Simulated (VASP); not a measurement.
A run of VASP 6.6.1 is set up as follows.

File INCAR:

```
SYSTEM = Zn
PREC = Accurate ; ENCUT = 520
EDIFF = 1E-6 ; ISMEAR = 0
SIGMA = 0.15 ; LREAL = .False.
LASPH = .True. ; NELM = 100
ALGO = Fast ; ISIF = 2
LWAVE = .False. ; LCHARG = .False.
GGA = PS ; NBANDS = 12
```

Contents of KPOINTS:

```
Automatic mesh
0
Gamma
  22 22 22
  0 0 0
```

Contents of POSCAR:

```
Zn
1.0
   -0.7003383772      1.6486080498      1.6486080498
    1.6486080498     -0.7003383772      1.6486080498
    1.6486080498      1.6486080498     -0.7003383772
Zn
1
Direct
    0.0000000000      0.0000000000      0.0000000000
```

Potentials or basis: VASP PAW PBE potentials, release 64 (Zn).

The run is started by

```sh
$ cat potpaw_PBE.64/Zn/POTCAR > POTCAR
$ mpirun -np 1 vasp_std > vasp.out
```

**Question.** Predict the band gap on the k mesh.

**Answer.** Zero (bands 6 and 7 overlap by 7.39 eV).

**Question.** What does it give for the pressure?

**Answer.** 15.0 GPa.

Stress tensor (GPa, compression positive):
```
15.01  2.08  2.08
 2.08 15.01  2.08
 2.08  2.08 15.01
```

Caveat: the cell stands under pressure; the PAW data sets were made with another functional, which shifts forces and pressure a little.
